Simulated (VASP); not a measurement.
# Si2Ni (P-3m1) in VASP: further runs, part 2 of 2

VASP 6.6.1. Earlier steps stand in the parts before.

**3. Single point, PBEsol (the distance across one plane changed)**

Input file INCAR:

```
PREC = Accurate
ENCUT = 520
EDIFF = 1E-6
ISMEAR = 0
SIGMA = 0.15
LREAL = F
LASPH = T
NELM = 60
ALGO = Normal
ISIF = 2
LWAVE = F
LCHARG = T
GGA = PS
LELF = T
LVHAR = T
NBANDS = 37
```

Input file KPOINTS:

```
Automatic mesh
0
Gamma
  14 14 5
```

Input file POSCAR:

```
Si2Ni
1.0
    2.6957048483     -2.6957048483      0.0000000000
    2.6957048483      0.0000000000     -2.6957048483
    5.8244223984      5.8244223984      5.8244223984
Si Ni
6 3
Direct
    0.6666666667      0.6666666667      0.3857052957
    1.0000000000      0.0000000000      0.0771534012
    0.3333333333      0.3333333333      0.6942571903
    0.6666666667      0.6666666667      0.8485331375
    1.0000000000      0.0000000000      0.5399812430
    0.3333333333      0.3333333333      0.2314293485
    0.3333333333      0.3333333333      0.4628432694
    0.6666666667      0.6666666667      0.1542913749
    1.0000000000      0.0000000000      0.7713951639
```

Potentials or basis: VASP PAW PBE potentials, release 64 (Si, Ni).

The run is started by

```
cat potpaw_PBE.64/Si/POTCAR potpaw_PBE.64/Ni/POTCAR > POTCAR
mpirun -np 1 vasp_std > vasp.out
```

OUTCAR:

```text
PREC = Accurate
   ENCUT = 520
   EDIFF = 1E-6
   ISMEAR = 0
   LREAL = F
   LASPH = T
   NELM = 60
   ISIF = 2
   GGA = PS

 ion  position               nearest neighbor table
   1  0.667  0.667  0.386-   8 2.33   7 2.33   7 2.33   7 2.33   6 2.70   6 2.70   6 2.70   5 2.70
                             5 2.70   5 2.70
   2  0.000  0.000  0.077-   8 2.33   8 2.33   8 2.33   6 2.70   6 2.70   6 2.70   9 3.08
   3  0.333  0.333  0.694-   9 2.33   9 2.33   9 2.33   7 2.33   4 2.70   4 2.70   4 2.70   5 2.70
                             5 2.70   5 2.70
   4  0.667  0.667  0.849-   9 2.33   9 2.33   9 2.33   3 2.70   3 2.70   3 2.70   8 3.08
   5  0.000  0.000  0.540-   7 2.33   7 2.33   7 2.33   9 2.33   1 2.70   3 2.70   3 2.70   1 2.70
                             3 2.70   1 2.70
   6  0.333  0.333  0.231-   8 2.33   8 2.33   7 2.33   8 2.33   1 2.70   1 2.70   1 2.70   2 2.70
                             2 2.70   2 2.70
   7  0.333  0.333  0.463-   5 2.33   5 2.33   5 2.33   1 2.33   1 2.33   6 2.33   3 2.33   1 2.33

   8  0.667  0.667  0.154-   1 2.33   6 2.33   6 2.33   2 2.33   6 2.33   2 2.33   2 2.33   4 3.08

   9  0.000  0.000  0.771-   4 2.33   3 2.33   4 2.33   4 2.33   3 2.33   3 2.33   5 2.33   2 3.08

  LATTYP: Found a hexagonal cell.
 ALAT       =     3.8123023566
[... 211 lines left out ...]
      5       1.8883      2.00000
      6       4.1404      2.00000
[... 949 lines left out ...]
     36      14.2236      0.00000
     37      14.4747      0.00000

 [... further k-points ...]

------------------------ aborting loop because EDIFF is reached ----------------------------------------

  FORCE on cell =-STRESS in cart. coord.  units (eV):
  Direction    XX          YY          ZZ          XY          YZ          ZX
  --------------------------------------------------------------------------------------
  -------------------------------------------------------------------------------------
  Total       -3.3035954     -3.3035954     -3.3035954     -0.6875429     -0.6875429     -0.6875429
  in kB      -41.6848875    -41.6848875    -41.6848875     -8.6754415     -8.6754415     -8.6754415
  external PRESSURE =     -41.6848875 kB  Pullay stress =       0.0000000 kB

 VOLUME and BASIS-vectors are now :
 -----------------------------------------------------------------------------
  energy-cutoff  :      520.00
  volume of cell :      126.98
      direct lattice vectors                 reciprocal lattice vectors
     2.695704848 -2.695704848  0.000000000     0.123653498 -0.247306995  0.123653498
     2.695704848  0.000000000 -2.695704848     0.123653498  0.123653498 -0.247306995
     5.824422398  5.824422398  5.824422398     0.057230281  0.057230281  0.057230281

 POSITION                                       TOTAL-FORCE (eV/Angst)
 -----------------------------------------------------------------------------------
      5.84078      0.44937      0.44937        -0.206284     -0.206284     -0.206284
      0.44937      0.44937      0.44937        -0.432962     -0.432962     -0.432962
      5.84078      3.14508      3.14508         0.243045      0.243045      0.243045
      8.53649      3.14508      3.14508         0.432962      0.432962      0.432962
      3.14508      3.14508      3.14508         0.206284      0.206284      0.206284
      3.14508      0.44937      0.44937        -0.243045     -0.243045     -0.243045
      4.49293      1.79723      1.79723         0.000000     -0.000000     -0.000000
      4.49293     -0.89848     -0.89848        -0.054510     -0.054510     -0.054510
      4.49293      4.49293      4.49293         0.054510      0.054510      0.054510
 -----------------------------------------------------------------------------------
    total drift:                               -0.000007     -0.000008     -0.000008

  FREE ENERGIE OF THE ION-ELECTRON SYSTEM (eV)
  ---------------------------------------------------
  free  energy   TOTEN  =       -55.8676170423 eV

  energy  without entropy=      -55.8311676628  energy(sigma->0) =      -55.84939235
```

stdout:

```text
POSCAR found type information on POSCAR SiNi
 POSCAR found :  2 types and       9 ions
 scaLAPACK will be used
 -----------------------------------------------------------------------------
|                                                                             |
|                                                                             |
|     You enforced a specific xc type in the INCAR file but a different       |
|     I HOPE YOU KNOW WHAT YOU ARE DOING!                                     |
|                                                                             |
 -----------------------------------------------------------------------------

 LDA part: xc-table for (Slater+PW92), standard interpolation
 POSCAR, INCAR and KPOINTS ok, starting setup
 FFT: planning ... GRIDC
 FFT: planning ... GRID_SOFT
 FFT: planning ... GRID
 WAVECAR not read
 entering main loop
```

Wall time 5.7 min (1 thread of AMD EPYC 9R45 (Zen 5), shared host); peak memory 0.47 GiB.

What came out:

```yaml
Free_energy: -55.8676 eV
Pressure: -4.2 GPa
Largest_force: 0.750 eV/Å
Band_gap_on_the_k_mesh: zero (bands 27 and 28 overlap by 2.20 eV)
```

Forces on the atoms (eV/Å):
```
Si  -0.206 -0.206 -0.206
Si  -0.433 -0.433 -0.433
Si   0.243  0.243  0.243
Si   0.433  0.433  0.433
Si   0.206  0.206  0.206
Si  -0.243 -0.243 -0.243
Ni   0.000  0.000  0.000
Ni  -0.055 -0.055 -0.055
Ni   0.055  0.055  0.055
```

Stress tensor (GPa, compression positive):
```
-4.17 -0.87 -0.87
-0.87 -4.17 -0.87
-0.87 -0.87 -4.17
```

Caveat: the cell differs from its parent crystal (the distance across one plane changed); the cell stands under tension; the PAW data sets were made with another functional, which shifts forces and pressure a little. Spin polarisation is off, so any magnetic state and its effect on volume and gap are missing.

**4. Single point, PBEsol (the distance across one plane changed)**

Input file INCAR:

```
  PREC = Accurate
  ENCUT = 520
  EDIFF = 1E-6
  ISMEAR = 0
  SIGMA = 0.15
  LREAL = False
  LASPH = True
  NELM = 60
  ALGO = Normal
  ISIF = 2
  LWAVE = False
  LCHARG = False
  GGA = PS
  NBANDS = 37
```

Input file KPOINTS:

```
regular mesh
0
Gamma
  14 14 5
```

Input file POSCAR:

```
Si2Ni
1.0
    2.6957048483     -2.6957048483      0.0000000000
    2.6957048483      0.0000000000     -2.6957048483
    5.9687599657      5.9687599657      5.9687599657
Si Ni
6 3
Direct
    0.6666666667      0.6666666667      0.3763781048
    1.0000000000      0.0000000000      0.0752876646
    0.3333333333      0.3333333333      0.6774685450
    0.6666666667      0.6666666667      0.8280137651
    1.0000000000      0.0000000000      0.5269233249
    0.3333333333      0.3333333333      0.2258328847
    0.3333333333      0.3333333333      0.4516507148
    0.6666666667      0.6666666667      0.1505602746
    1.0000000000      0.0000000000      0.7527411550
```

Potentials or basis: VASP PAW PBE potentials, release 64 (Si, Ni).

The run is started by

```
cat potpaw_PBE.64/Si/POTCAR potpaw_PBE.64/Ni/POTCAR > POTCAR
mpirun -np 1 vasp_std > vasp.out
```

OUTCAR:

```text
PREC = Accurate
   ENCUT = 520
   EDIFF = 1E-6
   ISMEAR = 0
   LREAL = False
   LASPH = True
   NELM = 60
   ISIF = 2
   GGA = PS

 ion  position               nearest neighbor table
   1  0.667  0.667  0.376-   7 2.33   7 2.33   7 2.33   8 2.33   5 2.70   6 2.70   6 2.70   5 2.70
                             5 2.70   6 2.70
   2  0.000  0.000  0.075-   8 2.33   8 2.33   8 2.33   6 2.70   6 2.70   6 2.70
   3  0.333  0.333  0.677-   9 2.33   9 2.33   9 2.33   7 2.33   5 2.70   4 2.70   4 2.70   5 2.70
                             5 2.70   4 2.70
   4  0.667  0.667  0.828-   9 2.33   9 2.33   9 2.33   3 2.70   3 2.70   3 2.70
   5  0.000  0.000  0.527-   9 2.33   7 2.33   7 2.33   7 2.33   1 2.70   3 2.70   3 2.70   1 2.70
                             3 2.70   1 2.70
   6  0.333  0.333  0.226-   7 2.33   8 2.33   8 2.33   8 2.33   2 2.70   1 2.70   1 2.70   2 2.70
                             2 2.70   1 2.70
   7  0.333  0.333  0.452-   6 2.33   1 2.33   1 2.33   5 2.33   1 2.33   5 2.33   5 2.33   3 2.33

   8  0.667  0.667  0.151-   2 2.33   2 2.33   2 2.33   6 2.33   6 2.33   1 2.33   6 2.33
   9  0.000  0.000  0.753-   5 2.33   3 2.33   3 2.33   3 2.33   4 2.33   4 2.33   4 2.33

  LATTYP: Found a hexagonal cell.
[... 203 lines left out ...]
 fundamental gap:      0.0060749866
 Fermi energy:         8.7254244208

 k-point     1 :       0.0000    0.0000    0.0000
  band No.  band energies     occupation
      1      -4.6281      2.00000
      2      -3.3614      2.00000
      3      -2.2648      2.00000
      4       0.6528      2.00000
      5       1.7554      2.00000
      6       3.7610      2.00000
[... 949 lines left out ...]
     36      13.8866      0.00000
     37      13.8988      0.00000

 [... further k-points ...]
[... 5 lines left out ...]
  --------------------------------------------------------------------------------------
  -------------------------------------------------------------------------------------
  Total       -3.5061584     -3.5061584     -3.5061584     -0.1053548     -0.1053548     -0.1053548
  in kB      -43.1709953    -43.1709953    -43.1709953     -1.2972237     -1.2972237     -1.2972237
  external PRESSURE =     -43.1709953 kB  Pullay stress =       0.0000000 kB

 VOLUME and BASIS-vectors are now :
 -----------------------------------------------------------------------------
  energy-cutoff  :      520.00
  volume of cell :      130.12
      direct lattice vectors                 reciprocal lattice vectors
     2.695704848 -2.695704848  0.000000000     0.123653498 -0.247306995  0.123653498
     2.695704848  0.000000000 -2.695704848     0.123653498  0.123653498 -0.247306995
     5.968759966  5.968759966  5.968759966     0.055846329  0.055846329  0.055846329

 POSITION                                       TOTAL-FORCE (eV/Angst)
 -----------------------------------------------------------------------------------
      5.84078      0.44937      0.44937        -0.238024     -0.238024     -0.238024
      0.44937      0.44937      0.44937        -0.271370     -0.271370     -0.271370
      5.84078      3.14508      3.14508         0.261830      0.261830      0.261830
      8.53649      3.14508      3.14508         0.271370      0.271370      0.271370
      3.14508      3.14508      3.14508         0.238024      0.238024      0.238024
      3.14508      0.44937      0.44937        -0.261830     -0.261830     -0.261830
      4.49293      1.79723      1.79723        -0.000000     -0.000000     -0.000000
      4.49293     -0.89848     -0.89848         0.061075      0.061075      0.061075
      4.49293      4.49293      4.49293        -0.061075     -0.061075     -0.061075
 -----------------------------------------------------------------------------------
    total drift:                                0.000104      0.000105      0.000105

  FREE ENERGIE OF THE ION-ELECTRON SYSTEM (eV)
  ---------------------------------------------------
  free  energy   TOTEN  =       -55.5860709798 eV

  energy  without entropy=      -55.5478519089  energy(sigma->0) =      -55.56696144
```

Wall time 5.8 min (1 thread of AMD EPYC 9R45 (Zen 5), shared host); peak memory 0.48 GiB.

What came out:

- Free energy: -55.5861 eV
- Pressure: -4.3 GPa
- Largest force: 0.470 eV/Å
- Band gap on the k mesh: zero (bands 27 and 28 overlap by 2.24 eV)

Forces on the atoms (eV/Å):
```
Si  -0.238 -0.238 -0.238
Si  -0.271 -0.271 -0.271
Si   0.262  0.262  0.262
Si   0.271  0.271  0.271
Si   0.238  0.238  0.238
Si  -0.262 -0.262 -0.262
Ni   0.000  0.000  0.000
Ni   0.061  0.061  0.061
Ni  -0.061 -0.061 -0.061
```

Stress tensor (GPa, compression positive):
```
-4.32 -0.13 -0.13
-0.13 -4.32 -0.13
-0.13 -0.13 -4.32
```

Levels at points of the mesh, in eV from the Fermi level:
```tsv
k point	band 24	band 25	band 26	band 27	band 28	band 29	band 30	band 31
(0.00, 0.00, 0.00)	0.58	0.58	1.15	1.35	1.96	2.19	2.19	2.35
(0.50, 0.00, 0.00)	-2.03	-1.78	-1.56	-1.45	-0.47	0.50	0.90	2.18
```

Caveat: the cell differs from its parent crystal (the distance across one plane changed); the cell stands under tension; the PAW data sets were made with another functional, which shifts forces and pressure a little. Spin polarisation is off, so any magnetic state and its effect on volume and gap are missing.

**5. Overview**

| cell | gap on the mesh (eV) | pressure (GPa) | largest force (eV/Å) |
| --- | --- | --- | --- |
| a = 3.812, b = 3.812, c = 9.838 Å, angles 90.0, 90.0, 60.0°, 9 atoms | none | -3.7 | 0.97 |
| a = 3.812, b = 3.812, c = 10.088 Å, angles 90.0, 90.0, 60.0°, 9 atoms | none | -4.2 | 0.75 |
| a = 3.812, b = 3.812, c = 10.338 Å, angles 90.0, 90.0, 60.0°, 9 atoms | none | -4.3 | 0.47 |

Alike in all rows: task single point; level PBEsol; potentials or basis VASP PAW PBE potentials, release 64 (Si, Ni); no spin polarisation; k mesh 14 × 14 × 5; cutoff (eV) 520; smearing gaussian 0.15 eV.

Caveats: the cell stands under tension; the PAW data sets were made with another functional, which shifts forces and pressure a little.

Total energies depend on the potentials used, so only differences within one code and one set of settings carry meaning.
